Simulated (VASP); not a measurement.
# Zn (Immm) in VASP: a series of runs

Zn is run at these levels: PBEsol; tasks: single point.

Program: VASP 6.6.1. These are calculated values, not measurements. Logs are shortened: lines on timing, memory, paths and dates and some standing lists are left out, and cuts for length are marked.

## 1. The cell of the first run

Symmetry: Immm, No. 71, orthorhombic system. Conventional cell: a = 3.060 Å, b = 3.091 Å, c = 3.183 Å, α = 90.00°, β = 90.00°, γ = 90.00°. Zn (site symmetry mmm) has 14 Zn at 2.69 to 3.18 Å within 3.6 Å.

## 2. Single point, PBEsol (normal strain along x +0.0100, normal strain along z +0.0400)

INCAR reads:

```
SYSTEM = Zn
ALGO = Fast ; EDIFF = 1E-6
ENCUT = 520 ; GGA = PS
ISIF = 2 ; ISMEAR = 0
LASPH = .TRUE. ; LCHARG = .TRUE.
LELF = .TRUE. ; LREAL = .FALSE.
LVHAR = .TRUE. ; LWAVE = .FALSE.
NBANDS = 12 ; NELM = 80
PREC = Accurate ; SIGMA = 0.15
```

KPOINTS reads:

```
k-points
0
G
  20 20 20
  0 0 0
```

POSCAR reads:

```
Zn
1.0
   -1.5453752463      1.5300745013      1.5912774814
    1.5453752463     -1.5300745013      1.5912774814
    1.5453752463      1.5300745013     -1.5912774814
Zn
1
Direct
    0.0000000000      0.0000000000      0.0000000000
```

Potentials or basis: VASP PAW PBE potentials, release 64 (Zn).

The run is started by

```bash
$ cat potpaw_PBE.64/Zn/POTCAR > POTCAR
$ mpirun -np 1 vasp_std > vasp.out
```

OUTCAR:

```text
SYSTEM = Zn
   EDIFF = 1E-6
   ENCUT = 520
   GGA = PS
   ISIF = 2
   ISMEAR = 0
   LASPH = .TRUE.
   LREAL = .FALSE.
   NELM = 80
   PREC = Accurate

 ion  position               nearest neighbor table
   1  0.000  0.000  0.000-

  LATTYP: Found a body centered orthorhombic cell.
 ALAT       =     3.0601490026
 B/A-ratio  =     1.0100000000
 C/A-ratio  =     1.0400000000

  Lattice vectors:

 A1 = (   1.5453752463,  -1.5300745013,  -1.5912774814)
 A2 = (  -1.5453752463,   1.5300745013,  -1.5912774814)
 A3 = (   1.5453752463,   1.5300745013,   1.5912774814)

Analysis of symmetry for initial positions (statically):
=====================================================================
 Subroutine PRICEL returns:
 Original cell was already a primitive cell.

 Routine SETGRP: Setting up the symmetry group for a
 body centered orthorhombic supercell.

 Subroutine GETGRP returns: Found  8 space group operations
 (whereof  8 operations were pure point group operations)
 out of a pool of  8 trial point group operations.

The static configuration has the point symmetry D_2h.

Analysis of symmetry for dynamics (positions and initial velocities):
=====================================================================
 Subroutine PRICEL returns:
 Original cell was already a primitive cell.

 Routine SETGRP: Setting up the symmetry group for a
 body centered orthorhombic supercell.

 Subroutine GETGRP returns: Found  8 space group operations
 (whereof  8 operations were pure point group operations)
 out of a pool of  8 trial point group operations.

The dynamic configuration has the point symmetry D_2h.

 Subroutine INISYM returns: Found  8 space group operations
 (whereof  8 operations are pure point group operations),
 and found     1 'primitive' translations

----------------------------------------------------------------------------------------

                                     Primitive cell

  volume of cell :      15.0506

  direct lattice vectors                    reciprocal lattice vectors
    -1.545375246  1.530074501  1.591277481     0.000000000  0.326781473  0.314212955
     1.545375246 -1.530074501  1.591277481     0.323546013  0.000000000  0.314212955
     1.545375246  1.530074501 -1.591277481     0.323546013  0.326781473  0.000000000

  length of vectors
     2.694712722  2.694712722  2.694712722     0.453338629  0.451011978  0.459856667

  position of ions in fractional coordinates (direct lattice)
     0.000000000  0.000000000  0.000000000

  ion indices of the primitive-cell ions
   primitive index   ion index
                 1           1

----------------------------------------------------------------------------------------

 KPOINTS: k-points

Automatic generation of k-mesh.
 Grid dimensions read from file:
 generate k-points for:   20   20   20

 Generating k-lattice:

  Cartesian coordinates                     Fractional coordinates (reciprocal lattice)
     0.000000000  0.016339074  0.015710648     0.050000000  0.000000000 -0.000000000
     0.016177301  0.000000000  0.015710648     0.000000000  0.050000000 -0.000000000
     0.016177301  0.016339074  0.000000000     0.000000000  0.000000000  0.050000000

  Length of vectors
     0.022666931  0.022550599  0.022992833

  Shift w.r.t. Gamma in fractional coordinates (k-lattice)
     0.000000000  0.000000000  0.000000000

 Subroutine IBZKPT returns following result:
 ===========================================

 Found   1166 irreducible k-points:

 Following reciprocal coordinates:
            Coordinates               Weight
  0.000000  0.000000  0.000000      1.000000
  0.050000  0.000000 -0.000000      4.000000
  0.100000  0.000000 -0.000000      4.000000
  0.150000  0.000000 -0.000000      4.000000
  0.200000  0.000000 -0.000000      4.000000
  0.250000  0.000000 -0.000000      4.000000
[... 16 lines left out ...]
 -0.450000  0.050000  0.000000      8.000000
 -0.400000  0.050000  0.000000      8.000000
 [... further k-points ...]
   k-points           NKPTS =   1166   k-points in BZ     NKDIM =   1166   number of bands    NBANDS=     12
   number of dos      NEDOS =    301   number of ions     NIONS =      1
   total plane-waves  NPLWV =   8000
   dimension x,y,z NGX =    20 NGY =   20 NGZ =   20
   dimension x,y,z NGXF=    40 NGYF=   40 NGZF=   40
   ions per type =               1
   NGX,Y,Z   is equivalent  to a cutoff of  12.34, 12.34, 12.34 a.u.
   NGXF,Y,Z  is equivalent  to a cutoff of  24.68, 24.68, 24.68 a.u.
 SYSTEM =  Zn
   PREC   = accura    normal or accurate (medium, high low for compatibility)
   ISTART =      0    job   : 0-new  1-cont  2-samecut
   ICHARG =      2    charge: 1-file 2-atom 10-const
   ISPIN  =      1    spin polarized calculation?
   LNONCOLLINEAR =      F non collinear calculations
   LSORBIT =      F    spin-orbit coupling
   LASPH  =      T    aspherical Exc in radial PAW
   ENCUT  =  520.0 eV  38.22 Ry    6.18 a.u.   5.01  5.01  5.01*2*pi/ulx,y,z
   NELM   =     80;   NELMIN=  2; NELMDL= -5     # of ELM steps
   EDIFF  = 0.1E-05   stopping-criterion for ELM
   LREAL  =      F    real-space projection
   EDIFFG = 0.1E-04   stopping-criterion for IOM
   NSW    =      0    number of steps for IOM
   IBRION =     -1    ionic relax: 0-MD 1-quasi-New 2-CG
   NFREE  =      0    steps in history (QN), initial steepest desc. (CG)
   ISIF   =      2    stress and relaxation
   ISYM   =      2    0-nonsym 1-usesym 2-fastsym
   POTIM  = 0.5000    time-step for ionic-motion
   TEBEG  =    0.0;   TEEND  =   0.0 temperature during run
   PSTRESS=    0.0 pullay stress
   NELECT =      12.0000    total number of electrons
   NUPDOWN=      -1.0000    fix difference up-down
   EMIN   =  10.00;   EMAX   =-10.00  energy-range for DOS
   EFERMI =   0.00;   METHOD = LEGACY
   ISMEAR =     0;   SIGMA  =   0.15  broadening in eV -4-tet -1-fermi 0-gaus
   EFERMI_NEDOS =   21; number of points for ismear=-14 and -15
   IALGO  =     68    algorithm
   IMIX   =      4    mixing-type and parameters
     AMIX     =   0.40;   BMIX     =  1.00
     AMIX_MAG =   1.60;   BMIX_MAG =  1.00
  volume/ion in A,a.u.               =      15.05       101.57
  Fermi-wavevector in a.u.,A,eV,Ry     =   1.518044  2.868688 31.354060  2.304458
  Thomas-Fermi vector in A             =   2.627218
   LORBIT       =      0    0 simple, 1 ext, 2 COOP (PROOUT), +10 PAW based schemes
   GGA     = PS    functional components
   LHFCALC =     F    Hartree Fock is set to
   AEXX    =    0.0000 exact exchange contribution
   IVDW    =     0    specifies the selected vdW correction
   LEPSILON=     F    determine dielectric tensor
   LRPA    =     F    only Hartree local field effects (RPA)
 non-spin polarized calculation
 RMM-DIIS sequential band-by-band and
 Gauss-broadening in eV      SIGMA  =   0.15
  energy-cutoff  :      520.00
  volume of cell :       15.05
 maximum number of plane-waves:       417
   NGX =  9   NGY =  9   NGZ =  9

 number of electron      12.0000016 magnetization

 Free energy of the ion-electron system (eV)
  ---------------------------------------------------
  ext. energy  EPLUGINS =         0.00000000
  ---------------------------------------------------
  free energy    TOTEN  =        -1.48978120 eV

  energy without entropy =       -1.48640817  energy(sigma->0) =       -1.48809468

 E-fermi :   3.1289     XC(G=0): -11.7684

 val. band max:        3.1286142099   @ k =   0.4500   0.0000  -0.0000
 cond. band min:       3.1289300876   @ k =   0.5000  -0.4500   0.2500
 fundamental gap:      0.0003158777
 Fermi energy:         3.1288537572

 k-point     1 :       0.0000    0.0000    0.0000
  band No.  band energies     occupation
      1      -7.4602      2.00000
      2      -4.7213      2.00000
      3      -4.7013      2.00000
      4      -4.6483      2.00000
      5      -4.1991      2.00000
      6      -4.1404      2.00000
      7      22.1469      0.00000
      8      22.3724      0.00000
      9      22.6113      0.00000
     10      23.6688      0.00000
     11      24.3916      0.00000
     12      24.4963      0.00000

 k-point     2 :       0.0500    0.0000   -0.0000
  band No.  band energies     occupation
      1      -7.3801      2.00000
      2      -4.7170      2.00000
      3      -4.6994      2.00000
      4      -4.6410      2.00000
      5      -4.2030      2.00000
      6      -4.1438      2.00000
      7      21.0804      0.00000
      8      21.7423      0.00000
      9      21.9801      0.00000
     10      23.2219      0.00000
     11      23.6927      0.00000
     12      23.9544      0.00000

 k-point     3 :       0.1000    0.0000   -0.0000
  band No.  band energies     occupation
      1      -7.1427      2.00000
      2      -4.7239      2.00000
      3      -4.6933      2.00000
      4      -4.5998      2.00000
      5      -4.2151      2.00000
      6      -4.1505      2.00000
      7      18.6026      0.00000
      8      20.5761      0.00000
      9      21.0838      0.00000
     10      22.6547      0.00000
     11      22.7921      0.00000
     12      23.7655      0.00000
[... 286 lines left out ...]
 k-point    23 :      -0.4500    0.0500    0.0000
  band No.  band energies     occupation
      1      -5.3461      2.00000
      2      -4.9721      2.00000
      3      -4.2384      2.00000
      4      -4.1290      2.00000
      5      -3.9030      2.00000
      6      -1.1017      2.00000
      7       3.9816      0.00000
      8      14.3495      0.00000
      9      15.7527      0.00000
     10      19.5420      0.00000
     11      20.9813      0.00000
     12      27.7448      0.00000

 k-point    24 :      -0.4000    0.0500    0.0000
  band No.  band energies     occupation
      1      -5.3340      2.00000
      2      -4.9445      2.00000
      3      -4.2483      2.00000
      4      -4.1373      2.00000
      5      -3.9939      2.00000
      6      -2.3221      2.00000
      7       5.8378      0.00000
      8      14.7724      0.00000
      9      16.0703      0.00000
     10      19.7899      0.00000
     11      21.1051      0.00000
     12      26.7337      0.00000

 [... further k-points ...]

------------------------ aborting loop because EDIFF is reached ----------------------------------------

  FORCE on cell =-STRESS in cart. coord.  units (eV):
  Direction    XX          YY          ZZ          XY          YZ          ZX
  --------------------------------------------------------------------------------------
  -------------------------------------------------------------------------------------
  Total       -0.3451597     -0.3702242     -0.2316420      0.0000000      0.0000000      0.0000000
  in kB      -36.7433101    -39.4115004    -24.6589994      0.0000000      0.0000000      0.0000000
  external PRESSURE =     -33.6046033 kB  Pullay stress =       0.0000000 kB

 VOLUME and BASIS-vectors are now :
 -----------------------------------------------------------------------------
  energy-cutoff  :      520.00
  volume of cell :       15.05
      direct lattice vectors                 reciprocal lattice vectors
    -1.545375246  1.530074501  1.591277481     0.000000000  0.326781473  0.314212955
     1.545375246 -1.530074501  1.591277481     0.323546013  0.000000000  0.314212955
     1.545375246  1.530074501 -1.591277481     0.323546013  0.326781473  0.000000000

 POSITION                                       TOTAL-FORCE (eV/Angst)
 -----------------------------------------------------------------------------------
      0.00000      0.00000      0.00000         0.000000     -0.000000     -0.000000
 -----------------------------------------------------------------------------------
    total drift:                                0.000000     -0.000000      0.000000

  FREE ENERGIE OF THE ION-ELECTRON SYSTEM (eV)
  ---------------------------------------------------
  free  energy   TOTEN  =        -1.4897811965 eV

  energy  without entropy=       -1.4864081730  energy(sigma->0) =       -1.48809468
```

Run time: 65 s. Hardware: 1 thread of AMD EPYC 9R45 (Zen 5), shared host; peak memory 0.26 GiB.

Results:

* Free energy: -1.4898 eV
* Pressure: -3.4 GPa
* Band gap on the k mesh: zero (band 6 reaches 6.74 eV, above the bottom of band 7 at 1.99 eV)

Levels at points of the mesh, in eV from the Fermi level:
```tsv
k point	band 4	band 5	band 6	band 7	band 8	band 9
(0.00, 0.00, 0.00)	-7.78	-7.33	-7.27	19.02	19.24	19.48
(0.50, 0.00, 0.00)	-7.25	-6.95	-2.82	-1.03	11.59	12.97
(0.00, 0.50, 0.00)	-7.27	-6.95	-2.88	-1.14	11.81	13.24
(0.50, 0.50, 0.00)	-7.24	-6.94	-2.66	-0.74	10.95	12.24
(0.50, 0.50, 0.50)	-7.03	-7.02	3.49	4.38	4.70	7.34
```

Caveat: the cell differs from its parent crystal (normal strain along x +0.0100, normal strain along z +0.0400); the PAW data sets were made with another functional, which shifts forces and pressure a little.

## 3. Single point, PBEsol (normal strain along x +0.0200, normal strain along z +0.0400)

INCAR reads:

```
ALGO = Fast ; EDIFF = 1E-7
ENCUT = 520 ; GGA = PS
ISIF = 2 ; ISMEAR = 0
LASPH = T ; LCHARG = F
LREAL = F ; LWAVE = F
NBANDS = 12 ; NELM = 80
PREC = Accurate ; SIGMA = 0.15
```

KPOINTS reads:

```
k-points
0
Gamma
  20 20 20
```

POSCAR reads:

```
Zn
1.0
   -1.5606759913      1.5300745013      1.5912774814
    1.5606759913     -1.5300745013      1.5912774814
    1.5606759913      1.5300745013     -1.5912774814
Zn
1
Direct
    0.0000000000      0.0000000000      0.0000000000
```

Potentials or basis: VASP PAW PBE potentials, release 64 (Zn).

The run is started by

```bash
$ cat potpaw_PBE.64/Zn/POTCAR > POTCAR
$ mpirun -np 1 vasp_std > vasp.out
```

OUTCAR:

```text
EDIFF = 1E-7
   ENCUT = 520
   GGA = PS
   ISIF = 2
   ISMEAR = 0
   LASPH = T
   LREAL = F
   NELM = 80
   PREC = Accurate

 ion  position               nearest neighbor table
   1  0.000  0.000  0.000-

  LATTYP: Found a body centered orthorhombic cell.
 ALAT       =     3.0601490026
 B/A-ratio  =     1.0200000000
 C/A-ratio  =     1.0400000000

  Lattice vectors:

 A1 = (   1.5606759913,  -1.5300745013,  -1.5912774814)
 A2 = (  -1.5606759913,   1.5300745013,  -1.5912774814)
 A3 = (   1.5606759913,   1.5300745013,   1.5912774814)
[... 540 lines left out ...]

 [... further k-points ...]

------------------------ aborting loop because EDIFF is reached ----------------------------------------

  FORCE on cell =-STRESS in cart. coord.  units (eV):
  Direction    XX          YY          ZZ          XY          YZ          ZX
  --------------------------------------------------------------------------------------
  -------------------------------------------------------------------------------------
  Total       -0.3889367     -0.4500874     -0.2954753      0.0000000      0.0000000      0.0000000
  in kB      -40.9975805    -47.4434391    -31.1458709      0.0000000      0.0000000      0.0000000
  external PRESSURE =     -39.8622969 kB  Pullay stress =       0.0000000 kB

 VOLUME and BASIS-vectors are now :
 -----------------------------------------------------------------------------
  energy-cutoff  :      520.00
  volume of cell :       15.20
      direct lattice vectors                 reciprocal lattice vectors
    -1.560675991  1.530074501  1.591277481     0.000000000  0.326781473  0.314212955
     1.560675991 -1.530074501  1.591277481     0.320373994  0.000000000  0.314212955
     1.560675991  1.530074501 -1.591277481     0.320373994  0.326781473  0.000000000

 POSITION                                       TOTAL-FORCE (eV/Angst)
 -----------------------------------------------------------------------------------
      0.00000      0.00000      0.00000        -0.000000     -0.000000      0.000000
 -----------------------------------------------------------------------------------
    total drift:                                0.000000     -0.000000      0.000000

  FREE ENERGIE OF THE ION-ELECTRON SYSTEM (eV)
  ---------------------------------------------------
  free  energy   TOTEN  =        -1.4861266834 eV

  energy  without entropy=       -1.4827106066  energy(sigma->0) =       -1.48441864
```

stdout:

```text
POSCAR found type information on POSCAR Zn
 POSCAR found :  1 types and       1 ions
 scaLAPACK will be used
 -----------------------------------------------------------------------------
|                                                                             |
|                                                                             |
|     You enforced a specific xc type in the INCAR file but a different       |
|     I HOPE YOU KNOW WHAT YOU ARE DOING!                                     |
|                                                                             |
 -----------------------------------------------------------------------------

 LDA part: xc-table for (Slater+PW92), standard interpolation
 POSCAR, INCAR and KPOINTS ok, starting setup
 FFT: planning ... GRIDC
 FFT: planning ... GRID_SOFT
 FFT: planning ... GRID
 WAVECAR not read
 entering main loop
WARNING in EDDRMM: call to ZHEGV failed, returncode =   6  3     12
WARNING in EDDRMM: call to ZHEGV failed, returncode =   6  3     12
WARNING in EDDRMM: call to ZHEGV failed, returncode =   8  4     11
WARNING in EDDRMM: call to ZHEGV failed, returncode =   8  4     11
WARNING in EDDRMM: call to ZHEGV failed, returncode =   6  3     11
WARNING in EDDRMM: call to ZHEGV failed, returncode =   8  4     10
WARNING in EDDRMM: call to ZHEGV failed, returncode =   8  4     11
WARNING in EDDRMM: call to ZHEGV failed, returncode =   6  3     11
WARNING in EDDRMM: call to ZHEGV failed, returncode =   8  4     12
WARNING in EDDRMM: call to ZHEGV failed, returncode =   6  3     10
```

Wall time 83 s (1 thread of AMD EPYC 9R45 (Zen 5), shared host); peak memory 0.26 GiB.

Results:

```yaml
Free_energy: -1.4861 eV
Pressure: -4.0 GPa
Band_gap_on_the_k_mesh: zero (band 6 reaches 6.75 eV, above the bottom of band 7 at 1.87 eV)
```

Caveat: the cell differs from its parent crystal (normal strain along x +0.0200, normal strain along z +0.0400); the PAW data sets were made with another functional, which shifts forces and pressure a little.

[end of part 1 of 2]
